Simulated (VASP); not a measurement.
# Ru (P6_3/mmc) in VASP: notebook, part 2 of 2

VASP 6.6.1. The steps go on from the part before.

## (5) Single point, B3LYP5

This run uses another cell than the first one, of 14.12 Å³/atom.

POSCAR

```
Ru
1.0
    2.7414067149      0.0000000000      0.0000000000
   -1.3707033574      2.3741278572      0.0000000000
    0.0000000000      0.0000000000      4.3382472512
Ru
2
Direct
    0.6666666667      0.3333333333      0.7500000000
    0.3333333333      0.6666666667      0.2500000000
```

INCAR.step1

```
SYSTEM = Ru
PREC = Accurate
ENCUT = 520
EDIFF = 1E-5
ISMEAR = -1
SIGMA = 0.05
LREAL = .FALSE.
LASPH = .TRUE.
NELM = 80
ALGO = Normal
ISIF = 2
LWAVE = .TRUE.
LCHARG = .FALSE.
NBANDS = 21
GGA = PE
```

INCAR.step2

```
SYSTEM = Ru
PREC = Accurate
ENCUT = 520
EDIFF = 1E-6
ISMEAR = -1
SIGMA = 0.05
LREAL = .FALSE.
LASPH = .TRUE.
NELM = 80
ALGO = Normal
ISIF = 2
LWAVE = .FALSE.
LCHARG = .FALSE.
GGA = B5
LHFCALC = .TRUE.
AEXX = 0.2
AGGAX = 0.72
AGGAC = 0.81
ALDAC = 0.19
PRECFOCK = Normal
NBANDS = 21
ISTART = 1
```

KPOINTS

```
regular mesh
0
G
  6 6 3
  0 0 0
```

Potentials or basis: VASP PAW PBE potentials, release 64 (Ru_pv).

Command:

```
$ cat potpaw_PBE.64/Ru_pv/POTCAR > POTCAR
$ cp INCAR.step1 INCAR
$ mpirun -np 1 vasp_std > vasp.out
$ cp INCAR.step2 INCAR
$ mpirun -np 1 vasp_std > vasp.out
```

OUTCAR:

```text
SYSTEM = Ru
   PREC = Accurate
   ENCUT = 520
   EDIFF = 1E-6
   ISMEAR = -1
   LREAL = .FALSE.
   LASPH = .TRUE.
   NELM = 80
   ISIF = 2
   GGA = B5
   LHFCALC = .TRUE.
   AEXX = 0.2
   PRECFOCK = Normal
   ISTART = 1

 ion  position               nearest neighbor table
   1  0.667  0.333  0.750-   2 2.69   2 2.69   2 2.69   2 2.69   2 2.69   2 2.69
   2  0.333  0.667  0.250-   1 2.69   1 2.69   1 2.69   1 2.69   1 2.69   1 2.69

  LATTYP: Found a hexagonal cell.
 ALAT       =     2.7414067149
 C/A-ratio  =     1.5824894670

  Lattice vectors:

 A1 = (   2.7414067149,   0.0000000000,   0.0000000000)
 A2 = (  -1.3707033574,   2.3741278572,   0.0000000000)
 A3 = (   0.0000000000,   0.0000000000,   4.3382472512)

Analysis of symmetry for initial positions (statically):
=====================================================================
 Subroutine PRICEL returns:
 Original cell was already a primitive cell.

 Routine SETGRP: Setting up the symmetry group for a
 hexagonal supercell.

 Subroutine GETGRP returns: Found 24 space group operations
 (whereof 12 operations were pure point group operations)
 out of a pool of 24 trial point group operations.

The static configuration has the point symmetry D_3d.
 The point group associated with its full space group is D_6h.

Analysis of symmetry for dynamics (positions and initial velocities):
=====================================================================
 Subroutine PRICEL returns:
 Original cell was already a primitive cell.

 Routine SETGRP: Setting up the symmetry group for a
 hexagonal supercell.

 Subroutine GETGRP returns: Found 24 space group operations
 (whereof 12 operations were pure point group operations)
 out of a pool of 24 trial point group operations.

The dynamic configuration has the point symmetry D_3d.
 The point group associated with its full space group is D_6h.

 Subroutine INISYM returns: Found 24 space group operations
 (whereof 12 operations are pure point group operations),
 and found     1 'primitive' translations

----------------------------------------------------------------------------------------

                                     Primitive cell

  volume of cell :      28.2353

  direct lattice vectors                    reciprocal lattice vectors
     2.741406715  0.000000000  0.000000000     0.364776228  0.210603653  0.000000000
    -1.370703357  2.374127857  0.000000000     0.000000000  0.421207306  0.000000000
     0.000000000  0.000000000  4.338247251     0.000000000  0.000000000  0.230507839

  length of vectors
     2.741406715  2.741406715  4.338247251     0.421207306  0.421207306  0.230507839

  position of ions in fractional coordinates (direct lattice)
     0.666666667  0.333333333  0.750000000
     0.333333333  0.666666667  0.250000000

  ion indices of the primitive-cell ions
   primitive index   ion index
                 1           1
                 2           2

[... 31 lines left out ...]
  0.500000  0.000000  0.000000      3.000000
  0.166667  0.166667  0.000000      6.000000
  0.333333  0.166667  0.000000     12.000000
  0.333333  0.333333  0.000000      2.000000
  0.000000  0.000000  0.333333      2.000000
  0.166667 -0.000000  0.333333     12.000000
  0.333333 -0.000000  0.333333     12.000000
  0.500000  0.000000  0.333333      6.000000
  0.166667  0.166667  0.333333     12.000000
  0.333333  0.166667  0.333333     24.000000
  0.333333  0.333333  0.333333      4.000000
   k-points           NKPTS =     14   k-points in BZ     NKDIM =    108   number of bands    NBANDS=     21
   number of dos      NEDOS =    301   number of ions     NIONS =      2
   total plane-waves  NPLWV =  12800
   dimension x,y,z NGX =    20 NGY =   20 NGZ =   32
   dimension x,y,z NGXF=    40 NGYF=   40 NGZF=   64
   ions per type =               2
   NGX,Y,Z   is equivalent  to a cutoff of  12.13, 12.13, 12.26 a.u.
   NGXF,Y,Z  is equivalent  to a cutoff of  24.26, 24.26, 24.53 a.u.
 SYSTEM =  Ru
   PREC   = accura    normal or accurate (medium, high low for compatibility)
   ISTART =      1    job   : 0-new  1-cont  2-samecut
   ICHARG =      0    charge: 1-file 2-atom 10-const
   ISPIN  =      1    spin polarized calculation?
   LNONCOLLINEAR =      F non collinear calculations
   LSORBIT =      F    spin-orbit coupling
   LASPH  =      T    aspherical Exc in radial PAW
   ENCUT  =  520.0 eV  38.22 Ry    6.18 a.u.   5.10  5.10  8.07*2*pi/ulx,y,z
   NELM   =     80;   NELMIN=  2; NELMDL=  0     # of ELM steps
   EDIFF  = 0.1E-05   stopping-criterion for ELM
   LREAL  =      F    real-space projection
   EDIFFG = 0.1E-04   stopping-criterion for IOM
   NSW    =      0    number of steps for IOM
   IBRION =     -1    ionic relax: 0-MD 1-quasi-New 2-CG
   NFREE  =      0    steps in history (QN), initial steepest desc. (CG)
   ISIF   =      2    stress and relaxation
   ISYM   =      3    0-nonsym 1-usesym 2-fastsym
   POTIM  = 0.5000    time-step for ionic-motion
   TEBEG  =    0.0;   TEEND  =   0.0 temperature during run
   PSTRESS=    0.0 pullay stress
   NELECT =      28.0000    total number of electrons
   NUPDOWN=      -1.0000    fix difference up-down
   EMIN   =  10.00;   EMAX   =-10.00  energy-range for DOS
   EFERMI =   0.00;   METHOD = LEGACY
   ISMEAR =    -1;   SIGMA  =   0.05  broadening in eV -4-tet -1-fermi 0-gaus
   EFERMI_NEDOS =   21; number of points for ismear=-14 and -15
   IALGO  =     38    algorithm
   IMIX   =      1    mixing-type and parameters
     AMIX     =   0.40;   BMIX     =  1.00
     AMIX_MAG =   1.60;   BMIX_MAG =  1.00
  volume/ion in A,a.u.               =      14.12        95.27
  Fermi-wavevector in a.u.,A,eV,Ry     =   1.632539  3.085051 36.262022  2.665183
  Thomas-Fermi vector in A             =   2.724493
   LORBIT       =      0    0 simple, 1 ext, 2 COOP (PROOUT), +10 PAW based schemes
   GGA     = B5    functional components
   LHFCALC =     T    Hartree Fock is set to
   PRECFOCK=normal    Normal, Fast or Accurate (Low or Medium for compatibility)
   ENCUT4O =  -1.0   cutoff for four orbital integrals eV
   NKREDX  =     1    reduce k-point grid by
   NKREDY  =     1    reduce k-point grid by
   NKREDZ  =     1    reduce k-point grid by
   AEXX    =    0.2000 exact exchange contribution
   HFSCREEN=    0.0000 screening length (either q_TF or 0.3 A-1)
   HFSCREENC=   0.0000 screening length for correlation (either q_TF or 0.3 A-1)
   ENCUTFOCK=  -1.0 apply spherical cutoff to Coloumb kernel
   IVDW    =     0    specifies the selected vdW correction
   LEPSILON=     F    determine dielectric tensor
   LRPA    =     F    only Hartree local field effects (RPA)
 non-spin polarized calculation
  energy-cutoff  :      520.00
  volume of cell :       28.24
 maximum number of plane-waves:       769
  NGX = 16; NGY = 16; NGZ = 28

 number of electron      28.0000011 magnetization

 Free energy of the ion-electron system (eV)
  ---------------------------------------------------
  ext. energy  EPLUGINS =         0.00000000
  ---------------------------------------------------
  free energy    TOTEN  =       -20.21458669 eV

  energy without entropy =      -20.21429340  energy(sigma->0) =      -20.21444004

 E-fermi :  12.2576     XC(G=0): -10.9434

 val. band max:       11.9770973559   @ k =   0.1667   0.1667   0.0000
 cond. band min:      12.5830297456   @ k =   0.5000   0.0000   0.3333
 fundamental gap:      0.6059323897
 Fermi energy:        12.2576313197

 k-point     1 :       0.0000    0.0000    0.0000
  band No.  band energies     occupation
      1     -33.9771      2.00000
      2     -33.0318      2.00000
      3     -33.0318      2.00000
      4     -32.8586      2.00000
      5     -32.8586      2.00000
      6     -32.8206      2.00000
[... 325 lines left out ...]
     20      25.6976      0.00000
     21      25.7019      0.00000

------------------------ aborting loop because EDIFF is reached ----------------------------------------

  FORCE on cell =-STRESS in cart. coord.  units (eV):
  Direction    XX          YY          ZZ          XY          YZ          ZX
  --------------------------------------------------------------------------------------
  -------------------------------------------------------------------------------------
  Total       -0.4313661     -0.4313661     -1.9228561     -0.0000000      0.0000000      0.0000000
  in kB      -24.4773686    -24.4773686   -109.1102363     -0.0000000      0.0000000      0.0000000
  external PRESSURE =     -52.6883245 kB  Pullay stress =       0.0000000 kB

 VOLUME and BASIS-vectors are now :
 -----------------------------------------------------------------------------
  energy-cutoff  :      520.00
  volume of cell :       28.24
      direct lattice vectors                 reciprocal lattice vectors
     2.741406715  0.000000000  0.000000000     0.364776228  0.210603653  0.000000000
    -1.370703357  2.374127857  0.000000000     0.000000000  0.421207306  0.000000000
     0.000000000  0.000000000  4.338247251     0.000000000  0.000000000  0.230507839

 POSITION                                       TOTAL-FORCE (eV/Angst)
 -----------------------------------------------------------------------------------
      1.37070      0.79138      3.25369         0.000000     -0.000000      0.000000
     -0.00000      1.58275      1.08456        -0.000000      0.000000     -0.000000
 -----------------------------------------------------------------------------------
    total drift:                                0.000000      0.000000     -0.000000

  FREE ENERGIE OF THE ION-ELECTRON SYSTEM (eV)
  ---------------------------------------------------
  free  energy   TOTEN  =       -20.2145866892 eV

  energy  without entropy=      -20.2142934000  energy(sigma->0) =      -20.21444004
```

Wall time 14 min (1 thread of AMD EPYC 9R45 (Zen 5), shared host); peak memory 0.12 GiB.

Results:

```
Free energy            : -20.2146 eV
Pressure               : -5.3 GPa
Band gap on the k mesh : zero (bands 14 and 15 overlap by 4.03 eV)
```

Caveat: the k points lie up to 0.48 Å⁻¹ apart, too coarse for converged energies and pressures of a metal; the PAW data sets were made with another functional, which shifts forces and pressure a little.

## (6) Single point, r2SCAN

This run uses another cell than the first one, of 13.30 Å³/atom.

POSCAR

```
Ru
1.0
    2.6876397213      0.0000000000      0.0000000000
   -1.3438198606      2.3275642749      0.0000000000
    0.0000000000      0.0000000000      4.2531615502
Ru
2
Direct
    0.6666666667      0.3333333333      0.7500000000
    0.3333333333      0.6666666667      0.2500000000
```

INCAR.step1

```
ALGO = Normal ; EDIFF = 1E-5
ENCUT = 620 ; GGA = PE
GGA_COMPAT = False ; ISMEAR = -1
LASPH = True ; LCHARG = False
LREAL = False ; LWAVE = True
NBANDS = 23 ; NELM = 120
PREC = Accurate ; SIGMA = 0.05
```

INCAR.step2

```
ALGO = Normal ; EDIFF = 1E-6
ENCUT = 620 ; GGA_COMPAT = False
ISIF = 2 ; ISMEAR = -1
ISTART = 1 ; LASPH = True
LCHARG = True ; LELF = True
LMIXTAU = True ; LREAL = False
LVHAR = True ; LWAVE = False
METAGGA = R2SCAN ; NBANDS = 23
NELM = 120 ; PREC = Accurate
SIGMA = 0.05
```

KPOINTS

```
k-points
0
Gamma
  11 11 6
```

Potentials or basis: VASP PAW PBE potentials, release 64 (Ru_sv).

Command:

```
$ cat potpaw_PBE.64/Ru_sv/POTCAR > POTCAR
$ cp INCAR.step1 INCAR
$ mpirun -np 1 vasp_std > vasp.out
$ cp INCAR.step2 INCAR
$ mpirun -np 1 vasp_std > vasp.out
```

OUTCAR:

```text
EDIFF = 1E-6
   ENCUT = 620
   ISIF = 2
   ISMEAR = -1
   ISTART = 1
   LASPH = True
   LREAL = False
   METAGGA = R2SCAN
   NELM = 120
   PREC = Accurate

 ion  position               nearest neighbor table
   1  0.667  0.333  0.750-   2 2.63   2 2.63   2 2.63   2 2.63   2 2.63   2 2.63
   2  0.333  0.667  0.250-   1 2.63   1 2.63   1 2.63   1 2.63   1 2.63   1 2.63

  LATTYP: Found a hexagonal cell.
 ALAT       =     2.6876397213
 C/A-ratio  =     1.5824894671

  Lattice vectors:

 A1 = (   2.6876397213,   0.0000000000,   0.0000000000)
 A2 = (  -1.3438198606,   2.3275642749,   0.0000000000)
 A3 = (   0.0000000000,   0.0000000000,   4.2531615502)

Analysis of symmetry for initial positions (statically):
=====================================================================
 Subroutine PRICEL returns:
 Original cell was already a primitive cell.

 Routine SETGRP: Setting up the symmetry group for a
 hexagonal supercell.

 Subroutine GETGRP returns: Found 24 space group operations
 (whereof 12 operations were pure point group operations)
 out of a pool of 24 trial point group operations.

The static configuration has the point symmetry D_3d.
 The point group associated with its full space group is D_6h.

Analysis of symmetry for dynamics (positions and initial velocities):
=====================================================================
 Subroutine PRICEL returns:
 Original cell was already a primitive cell.

 Routine SETGRP: Setting up the symmetry group for a
 hexagonal supercell.

 Subroutine GETGRP returns: Found 24 space group operations
 (whereof 12 operations were pure point group operations)
 out of a pool of 24 trial point group operations.

The dynamic configuration has the point symmetry D_3d.
 The point group associated with its full space group is D_6h.

 Subroutine INISYM returns: Found 24 space group operations
 (whereof 12 operations are pure point group operations),
 and found     1 'primitive' translations

[... 104 lines left out ...]
   PSTRESS=    0.0 pullay stress
   NELECT =      32.0000    total number of electrons
   NUPDOWN=      -1.0000    fix difference up-down
   EMIN   =  10.00;   EMAX   =-10.00  energy-range for DOS
   EFERMI =   0.00;   METHOD = LEGACY
   ISMEAR =    -1;   SIGMA  =   0.05  broadening in eV -4-tet -1-fermi 0-gaus
   EFERMI_NEDOS =   21; number of points for ismear=-14 and -15
   IALGO  =     38    algorithm
   IMIX   =      4    mixing-type and parameters
     AMIX     =   0.40;   BMIX     =  1.00
     AMIX_MAG =   1.60;   BMIX_MAG =  1.00
  volume/ion in A,a.u.               =      13.30        89.77
  Fermi-wavevector in a.u.,A,eV,Ry     =   1.740991  3.289997 41.239952  3.031051
  Thomas-Fermi vector in A             =   2.813534
   LORBIT       =      0    0 simple, 1 ext, 2 COOP (PROOUT), +10 PAW based schemes
   METAGGA = R2SCAN    functional components
   LHFCALC =     F    Hartree Fock is set to
   AEXX    =    0.0000 exact exchange contribution
   IVDW    =     0    specifies the selected vdW correction
   LEPSILON=     F    determine dielectric tensor
   LRPA    =     F    only Hartree local field effects (RPA)
 non-spin polarized calculation
  energy-cutoff  :      620.00
  volume of cell :       26.61
 maximum number of plane-waves:       965
 NGX is ok and might be reduce to    24

 number of electron      32.0000000 magnetization

 Free energy of the ion-electron system (eV)
  ---------------------------------------------------
  ext. energy  EPLUGINS =         0.00000000
  ---------------------------------------------------
  free energy    TOTEN  =       -50.93190295 eV

  energy without entropy =      -50.91631690  energy(sigma->0) =      -50.92410992

 E-fermi :  15.3933     XC(G=0): -15.6854

 val. band max:       15.3710040101   @ k =   0.2727   0.0000   0.0000
 cond. band min:      15.4129815885   @ k =   0.3636   0.0909   0.3333
 fundamental gap:      0.0419775784
 Fermi energy:        15.3932508183

 k-point     1 :       0.0000    0.0000    0.0000
  band No.  band energies     occupation
      1     -59.9166      2.00000
      2     -59.6717      2.00000
      3     -29.6996      2.00000
      4     -28.6280      2.00000
      5     -28.6280      2.00000
      6     -28.4340      2.00000
[... 613 lines left out ...]
     22      31.4303      0.00000
     23      32.9443      0.00000

 [... further k-points ...]
[... 5 lines left out ...]
  --------------------------------------------------------------------------------------
  -------------------------------------------------------------------------------------
  Total        0.8748705      0.8748705      0.7863129      0.0000000      0.0000000      0.0000000
  in kB       52.6829067     52.6829067     47.3501530      0.0000000      0.0000000      0.0000000
  external PRESSURE =      50.9053222 kB  Pullay stress =       0.0000000 kB

 VOLUME and BASIS-vectors are now :
 -----------------------------------------------------------------------------
  energy-cutoff  :      620.00
  volume of cell :       26.61
      direct lattice vectors                 reciprocal lattice vectors
     2.687639721  0.000000000  0.000000000     0.372073679  0.214816839  0.000000000
    -1.343819861  2.327564275  0.000000000     0.000000000  0.429633678  0.000000000
     0.000000000  0.000000000  4.253161550     0.000000000  0.000000000  0.235119214

 POSITION                                       TOTAL-FORCE (eV/Angst)
 -----------------------------------------------------------------------------------
      1.34382      0.77585      3.18987         0.000000      0.000000      0.000000
     -0.00000      1.55171      1.06329        -0.000000     -0.000000      0.000000
 -----------------------------------------------------------------------------------
    total drift:                               -0.000000      0.000000     -0.000000

  FREE ENERGIE OF THE ION-ELECTRON SYSTEM (eV)
  ---------------------------------------------------
  free  energy   TOTEN  =       -50.9319029499 eV

  energy  without entropy=      -50.9163168977  energy(sigma->0) =      -50.92410992
```

OUTCAR.step1:

```text
EDIFF = 1E-5
   ENCUT = 620
   GGA = PE
   ISMEAR = -1
   LASPH = True
[... 848 lines left out ...]
      1.34382      0.77585      3.18987        -0.000000      0.000000      0.000000
     -0.00000      1.55171      1.06329         0.000000     -0.000000      0.000000
 -----------------------------------------------------------------------------------
    total drift:                               -0.000000      0.000000     -0.000000

  FREE ENERGIE OF THE ION-ELECTRON SYSTEM (eV)
  ---------------------------------------------------
  free  energy   TOTEN  =       -18.5243651964 eV

  energy  without entropy=      -18.5080368077  energy(sigma->0) =      -18.51620100
```

It took 2.5 min on 1 thread of AMD EPYC 7R43 (Zen 3), shared host; peak memory 0.15 GiB.

Results:

```
Free energy            : -50.9319 eV
Pressure               : 5.1 GPa
Band gap on the k mesh : zero (bands 16 and 17 overlap by 3.31 eV)
```

Caveat: the cell stands under pressure; the PAW data sets were made with another functional, which shifts forces and pressure a little.

## (7) Overview

```csv
level,potentials or basis,cell,k mesh,cutoff (eV),smearing,grid for exact exchange (PRECFOCK),share of exact exchange,gap on the mesh (eV),pressure (GPa)
r2SCAN+rVV10,"VASP PAW PBE potentials, release 64 (Ru_sv)","a = 2.695, b = 2.695, c = 4.258 Å, angles 90.0, 90.0, 120.0°, 2 atoms",11 × 11 × 6,620,fermi-dirac 0.05 eV,-,-,none,0.5
r2SCAN,"VASP PAW PBE potentials, release 64 (Ru_sv)","a = 2.706, b = 2.706, c = 4.282 Å, angles 90.0, 90.0, 120.0°, 2 atoms",11 × 11 × 6,620,tetrahedron,-,-,none,-2.0
B3LYP5,"VASP PAW PBE potentials, release 64 (Ru_pv)","a = 2.724, b = 2.724, c = 4.310 Å, angles 90.0, 90.0, 120.0°, 2 atoms",6 × 6 × 3,520,fermi-dirac 0.05 eV,Normal,0.2,none,0.7
B3LYP5,"VASP PAW PBE potentials, release 64 (Ru_pv)","a = 2.741, b = 2.741, c = 4.338 Å, angles 90.0, 90.0, 120.0°, 2 atoms",6 × 6 × 3,520,fermi-dirac 0.05 eV,Normal,0.2,none,-5.3
r2SCAN,"VASP PAW PBE potentials, release 64 (Ru_sv)","a = 2.688, b = 2.688, c = 4.253 Å, angles 90.0, 90.0, 120.0°, 2 atoms",11 × 11 × 6,620,fermi-dirac 0.05 eV,-,-,none,5.1
```

Alike in all rows: task single point; no spin polarisation.

Caveats: some runs use coarse meshes; the PAW data sets were made with another functional, which shifts forces and pressure a little; the cell stands under pressure (at least some runs).

Total energies depend on the potentials used, so only differences within one code and one set of settings carry meaning.

The gap in the log of VASP goes by the Fermi energy; the results here count the filled bands.